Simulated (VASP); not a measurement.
# H2C18O in VASP: a series of runs

The runs below take H2C18O through single point, with LDA.

Everything below comes from runs of VASP 6.6.1. Logs are shortened: lines on timing, memory, paths and dates and some standing lists are left out, and cuts for length are marked.

## (1) The cell of the first run

The cell holds a slab with vacuum, 21 atoms: a = 7.398 Å, b = 7.398 Å, c = 11.000 Å, α = 90.00°, β = 90.00°, γ = 120.00°.

## (2) Single point, LDA

Input file INCAR:

```
SYSTEM = H2C18O
PREC = Accurate
ENCUT = 520
EDIFF = 1E-6
ISMEAR = 0
SIGMA = 0.02
LREAL = Auto
LASPH = .TRUE.
NELM = 100
ALGO = Normal
ISIF = 2
LWAVE = .FALSE.
LCHARG = .FALSE.
GGA = CA
NBANDS = 56
```

Input file KPOINTS:

```
Automatic mesh
0
G
  2 2 1
  0 0 0
```

Input file POSCAR:

```
H2C18O
1.0
    7.3980000000      0.0000000000      0.0000000000
   -3.6990000000      6.4068560000      0.0000000000
    0.0000000000      0.0000000000     11.0000000000
C O H
18 1 2
Direct
    0.0104644106      0.0156752392      0.0727952727
    0.2329391000      0.1269814711      0.0728817273
    0.0095149365      0.3502669640      0.0727155455
    0.2339871423      0.4625612001      0.0727275455
    0.0118478642      0.6846119220      0.0727342727
    0.2316429837      0.7943735586      0.0725891818
    0.3429971576      0.0170640639      0.0726440909
    0.5676540408      0.1293345753      0.0722527273
    0.3453157830      0.3514366485      0.0727868182
    0.5650407392      0.4612718001      0.0726848182
    0.3440309629      0.6822884735      0.0725435455
    0.5664607334      0.7935940811      0.0724990909
    0.6786994606      0.0179996242      0.0723660000
    0.8982850299      0.1278939311      0.0726180000
    0.6772650853      0.3490251693      0.0725389091
    0.8996838700      0.4601465992      0.0726750909
    0.6762072663      0.6836743326      0.0726669091
    0.9006271170      0.7958922442      0.0727435455
    0.4623208481     -0.0499087228      0.3420722727
    0.3649623117     -0.1835057632      0.3782055455
    0.3843253934     -0.0319312624      0.2763500909
```

Potentials or basis: VASP PAW LDA potentials, release 64 (C, O, H).

Command:

```console
$ cat potpaw_LDA.64/C/POTCAR potpaw_LDA.64/O/POTCAR potpaw_LDA.64/H/POTCAR > POTCAR
$ mpirun -np 1 vasp_std > vasp.out
```

OUTCAR:

```text
SYSTEM = H2C18O
   PREC = Accurate
   ENCUT = 520
   EDIFF = 1E-6
   ISMEAR = 0
   LREAL = Auto
   LASPH = .TRUE.
   NELM = 100
   ISIF = 2
   GGA = CA

 ion  position               nearest neighbor table
   1  0.010  0.016  0.073-  18 1.41   2 1.43  14 1.44
   2  0.233  0.127  0.073-   7 1.41   1 1.43   9 1.44
   3  0.010  0.350  0.073-  16 1.41  14 1.42   4 1.44
   4  0.234  0.463  0.073-  11 1.41   9 1.43   3 1.44
   5  0.012  0.685  0.073-   6 1.41  18 1.43  16 1.44
   6  0.232  0.794  0.073-   5 1.41   7 1.43  11 1.44
[... 10 lines left out ...]
  17  0.676  0.684  0.073-  12 1.41  10 1.42  18 1.44
  18  0.901  0.796  0.073-   1 1.41   5 1.43  17 1.44
  19  0.462  0.950  0.342-  20 0.97  21 0.97
  20  0.365  0.816  0.378-  19 0.97
  21  0.384  0.968  0.276-  19 0.97

  LATTYP: Found a hexagonal cell.
 ALAT       =     7.3980000000
 C/A-ratio  =     1.4868883482

  Lattice vectors:

 A1 = (   7.3980000000,   0.0000000000,   0.0000000000)
 A2 = (  -3.6990000000,   6.4068560000,   0.0000000000)
 A3 = (   0.0000000000,   0.0000000000,  11.0000000000)

Analysis of symmetry for initial positions (statically):
=====================================================================
 Subroutine PRICEL returns:
 Original cell was already a primitive cell.

 Routine SETGRP: Setting up the symmetry group for a
 hexagonal supercell.

 Subroutine GETGRP returns: Found  1 space group operations
 (whereof  1 operations were pure point group operations)
 out of a pool of 24 trial point group operations.

The static configuration has the point symmetry C_1 .

Analysis of symmetry for dynamics (positions and initial velocities):
=====================================================================
 Subroutine PRICEL returns:
 Original cell was already a primitive cell.

 Routine SETGRP: Setting up the symmetry group for a
 hexagonal supercell.

 Subroutine GETGRP returns: Found  1 space group operations
 (whereof  1 operations were pure point group operations)
 out of a pool of 24 trial point group operations.

The dynamic configuration has the point symmetry C_1 .

 Subroutine INISYM returns: Found  1 space group operations
 (whereof  1 operations are pure point group operations),
 and found     1 'primitive' translations

----------------------------------------------------------------------------------------

                                     Primitive cell

  volume of cell :     521.3771

  direct lattice vectors                    reciprocal lattice vectors
     7.398000000  0.000000000  0.000000000     0.135171668  0.078041398  0.000000000
    -3.699000000  6.406856000  0.000000000     0.000000000  0.156082796  0.000000000
     0.000000000  0.000000000 11.000000000     0.000000000  0.000000000  0.090909091

  length of vectors
     7.398000000  7.398000054 11.000000000     0.156082797  0.156082796  0.090909091

  position of ions in fractional coordinates (direct lattice)
     0.010464411  0.015675239  0.072795273
     0.232939100  0.126981471  0.072881727
     0.009514936  0.350266964  0.072715546
     0.233987142  0.462561200  0.072727546
     0.011847864  0.684611922  0.072734273
     0.231642984  0.794373559  0.072589182
[... 13 lines left out ...]
     0.364962312  0.816494237  0.378205546
     0.384325393  0.968068738  0.276350091

  ion indices of the primitive-cell ions
   primitive index   ion index
                 1           1
                 2           2
                 3           3
                 4           4
                 5           5
                 6           6
[... 13 lines left out ...]
                20          20
                21          21

----------------------------------------------------------------------------------------

 KPOINTS: Automatic mesh

Automatic generation of k-mesh.
 Grid dimensions read from file:
 generate k-points for:    2    2    1

 Generating k-lattice:

  Cartesian coordinates                     Fractional coordinates (reciprocal lattice)
     0.067585834  0.039020699  0.000000000     0.500000000 -0.000000000  0.000000000
     0.000000000  0.078041398  0.000000000     0.000000000  0.500000000  0.000000000
     0.000000000  0.000000000  0.090909091     0.000000000  0.000000000  1.000000000

  Length of vectors
     0.078041399  0.078041398  0.090909091

  Shift w.r.t. Gamma in fractional coordinates (k-lattice)
     0.000000000  0.000000000  0.000000000

 Subroutine IBZKPT returns following result:
 ===========================================

 Found      4 irreducible k-points:

 Following reciprocal coordinates:
            Coordinates               Weight
  0.000000  0.000000  0.000000      1.000000
  0.500000 -0.000000  0.000000      1.000000
  0.000000  0.500000  0.000000      1.000000
  0.500000  0.500000  0.000000      1.000000
   k-points           NKPTS =      4   k-points in BZ     NKDIM =      4   number of bands    NBANDS=     56
   number of dos      NEDOS =    301   number of ions     NIONS =     21
   total plane-waves  NPLWV = 263424
   dimension x,y,z NGX =    56 NGY =   56 NGZ =   84
   dimension x,y,z NGXF=   112 NGYF=  112 NGZF=  168
   ions per type =              18   1   2
   NGX,Y,Z   is equivalent  to a cutoff of  12.58, 12.58, 12.70 a.u.
   NGXF,Y,Z  is equivalent  to a cutoff of  25.17, 25.17, 25.39 a.u.
 SYSTEM =  H2C18O
   PREC   = accura    normal or accurate (medium, high low for compatibility)
   ISTART =      0    job   : 0-new  1-cont  2-samecut
   ICHARG =      2    charge: 1-file 2-atom 10-const
   ISPIN  =      1    spin polarized calculation?
   LNONCOLLINEAR =      F non collinear calculations
   LSORBIT =      F    spin-orbit coupling
   LASPH  =      T    aspherical Exc in radial PAW
   ENCUT  =  520.0 eV  38.22 Ry    6.18 a.u.  13.76 13.76 20.45*2*pi/ulx,y,z
   NELM   =    100;   NELMIN=  2; NELMDL= -5     # of ELM steps
   EDIFF  = 0.1E-05   stopping-criterion for ELM
   LREAL  =      T    real-space projection
   EDIFFG = 0.1E-04   stopping-criterion for IOM
   NSW    =      0    number of steps for IOM
   IBRION =     -1    ionic relax: 0-MD 1-quasi-New 2-CG
   NFREE  =      0    steps in history (QN), initial steepest desc. (CG)
   ISIF   =      2    stress and relaxation
   ISYM   =      2    0-nonsym 1-usesym 2-fastsym
   POTIM  = 0.5000    time-step for ionic-motion
   TEBEG  =    0.0;   TEEND  =   0.0 temperature during run
   PSTRESS=    0.0 pullay stress
   NELECT =      80.0000    total number of electrons
   NUPDOWN=      -1.0000    fix difference up-down
   EMIN   =  10.00;   EMAX   =-10.00  energy-range for DOS
   EFERMI =   0.00;   METHOD = LEGACY
   ISMEAR =     0;   SIGMA  =   0.02  broadening in eV -4-tet -1-fermi 0-gaus
   EFERMI_NEDOS =   21; number of points for ismear=-14 and -15
   IALGO  =     38    algorithm
   IMIX   =      4    mixing-type and parameters
     AMIX     =   0.40;   BMIX     =  1.00
     AMIX_MAG =   1.60;   BMIX_MAG =  1.00
  volume/ion in A,a.u.               =      24.83       167.54
  Fermi-wavevector in a.u.,A,eV,Ry     =   0.876437  1.656226 10.451210  0.768142
  Thomas-Fermi vector in A             =   1.996247
   LORBIT       =      0    0 simple, 1 ext, 2 COOP (PROOUT), +10 PAW based schemes
   GGA     = CA    functional components
   LHFCALC =     F    Hartree Fock is set to
   AEXX    =    0.0000 exact exchange contribution
   IVDW    =     0    specifies the selected vdW correction
   LEPSILON=     F    determine dielectric tensor
   LRPA    =     F    only Hartree local field effects (RPA)
 non-spin polarized calculation
 Gauss-broadening in eV      SIGMA  =   0.02
  energy-cutoff  :      520.00
  volume of cell :      521.38
 maximum number of plane-waves:     14099
 NGX is ok and might be reduce to    56
   NGX = 27   NGY = 27   NGZ = 41

 number of electron      79.9999999 magnetization

 Free energy of the ion-electron system (eV)
  ---------------------------------------------------
  ext. energy  EPLUGINS =         0.00000000
  ---------------------------------------------------
  free energy    TOTEN  =      -196.04387412 eV

  energy without entropy =     -196.04387412  energy(sigma->0) =     -196.04387412

 E-fermi :  -1.7036     XC(G=0):  -4.5085

 val. band max:       -1.8089547318   @ k =   0.0000   0.0000   0.0000
 cond. band min:      -1.6149841648   @ k =   0.0000   0.0000   0.0000
 fundamental gap:      0.1939705670
 Fermi energy:        -1.7035790809

 k-point     1 :       0.0000    0.0000    0.0000
  band No.  band energies     occupation
      1     -22.0507      2.00000
      2     -21.0020      2.00000
      3     -18.5215      2.00000
      4     -18.4917      2.00000
      5     -18.4526      2.00000
      6     -18.4329      2.00000
[... 44 lines left out ...]
     51       3.7639      0.00000
     52       4.6042      0.00000

 k-point     2 :       0.5000   -0.0000    0.0000
  band No.  band energies     occupation
      1     -22.0499      2.00000
      2     -20.3683      2.00000
      3     -20.3394      2.00000
      4     -19.1159      2.00000
      5     -19.0235      2.00000
      6     -16.6420      2.00000
[... 44 lines left out ...]
     51       4.2235      0.00000
     52       4.5207      0.00000

 k-point     3 :       0.0000    0.5000    0.0000
  band No.  band energies     occupation
      1     -22.0499      2.00000
      2     -20.3591      2.00000
      3     -20.3490      2.00000
      4     -19.1117      2.00000
      5     -19.0275      2.00000
      6     -16.6333      2.00000
[... 44 lines left out ...]
     51       4.3182      0.00000
     52       4.5708      0.00000

 k-point     4 :       0.5000    0.5000    0.0000
  band No.  band energies     occupation
      1     -22.0499      2.00000
      2     -20.3680      2.00000
      3     -20.3398      2.00000
      4     -19.1116      2.00000
      5     -19.0279      2.00000
      6     -16.6365      2.00000
[... 44 lines left out ...]
     51       4.3766      0.00000
     52       4.5113      0.00000
 [bands above 52 left out]

------------------------ aborting loop because EDIFF is reached ----------------------------------------

  FORCE on cell =-STRESS in cart. coord.  units (eV):
  Direction    XX          YY          ZZ          XY          YZ          ZX
  --------------------------------------------------------------------------------------
  -------------------------------------------------------------------------------------
  Total       -8.8516592     -8.7508361     -0.0321600     -0.0262115     -0.1335695      0.0476293
  in kB      -27.2009012    -26.8910744     -0.0988268     -0.0805471     -0.4104554      0.1463634
  external PRESSURE =     -18.0636008 kB  Pullay stress =       0.0000000 kB

 VOLUME and BASIS-vectors are now :
 -----------------------------------------------------------------------------
  energy-cutoff  :      520.00
  volume of cell :      521.38
      direct lattice vectors                 reciprocal lattice vectors
     7.398000000  0.000000000  0.000000000     0.135171668  0.078041398  0.000000000
    -3.699000000  6.406856000  0.000000000     0.000000000  0.156082796  0.000000000
     0.000000000  0.000000000 11.000000000     0.000000000  0.000000000  0.090909091

 POSITION                                       TOTAL-FORCE (eV/Angst)
 -----------------------------------------------------------------------------------
      0.01943      0.10043      0.80075         0.003779      0.004311      0.003821
      1.25358      0.81355      0.80170        -0.006756     -0.002342     -0.002183
     -1.22525      2.24411      0.79987         0.002102      0.001081      0.002476
      0.02002      2.96356      0.80000         0.001480     -0.002796     -0.002232
     -2.44473      4.38621      0.80008        -0.005360      0.001466     -0.003467
     -1.22469      5.08944      0.79848        -0.002013      0.002563      0.001591
[... 13 lines left out ...]
     -0.32022      5.23116      4.16026        -0.019285     -0.173533      0.123639
     -0.73765      6.20228      3.03985        -0.110879      0.056339     -0.160931
 -----------------------------------------------------------------------------------
    total drift:                                0.025892     -0.015360      0.022638

  FREE ENERGIE OF THE ION-ELECTRON SYSTEM (eV)
  ---------------------------------------------------
  free  energy   TOTEN  =      -196.0438741237 eV

  energy  without entropy=     -196.0438741237  energy(sigma->0) =     -196.04387412
```

Run time: 2.8 min. Hardware: 1 thread of Intel Xeon Platinum 8488C (Sapphire Rapids), shared host; peak memory 0.45 GiB.

Results:

* Free energy: -196.0439 eV
* Largest force: 0.214 eV/Å
* Band gap on the k mesh: 0.19 eV, direct

Forces on the atoms (eV/Å):
```
C    0.004  0.004  0.004
C   -0.007 -0.002 -0.002
C    0.002  0.001  0.002
C    0.001 -0.003 -0.002
C   -0.005  0.001 -0.003
C   -0.002  0.003  0.002
C    0.002 -0.006  0.000
C    0.005 -0.004  0.001
C   -0.005  0.001 -0.003
C    0.007  0.005  0.003
C    0.000  0.003 -0.003
C   -0.003 -0.002 -0.003
C   -0.008 -0.004 -0.008
C    0.002  0.006 -0.002
C    0.004  0.014  0.004
C   -0.005  0.000  0.002
C    0.004 -0.005  0.005
C    0.010 -0.006  0.004
O    0.124  0.111  0.039
H   -0.019 -0.174  0.124
H   -0.111  0.056 -0.161
```

Levels at points of the mesh, in eV from the valence-band top:
```
           k point  band 36  band 37  band 38  band 39  band 40  band 41  band 42  band 43  band 44  band 45
(0.00, 0.00, 0.00)    -2.93    -2.93    -2.46    -0.02     0.00     0.19     0.22     3.20     4.62     4.85
(0.50, 0.00, 0.00)    -2.60    -2.57    -2.52    -2.36    -2.24     1.73     2.56     2.57     2.60     2.65
(0.00, 0.50, 0.00)    -2.59    -2.57    -2.53    -2.35    -2.25     1.72     2.54     2.56     2.62     2.64
(0.50, 0.50, 0.00)    -2.58    -2.56    -2.54    -2.36    -2.23     1.73     2.53     2.57     2.61     2.66
```

Caveat: the k points lie up to 0.49 Å⁻¹ apart.

(Continued in part 2 of 2.)
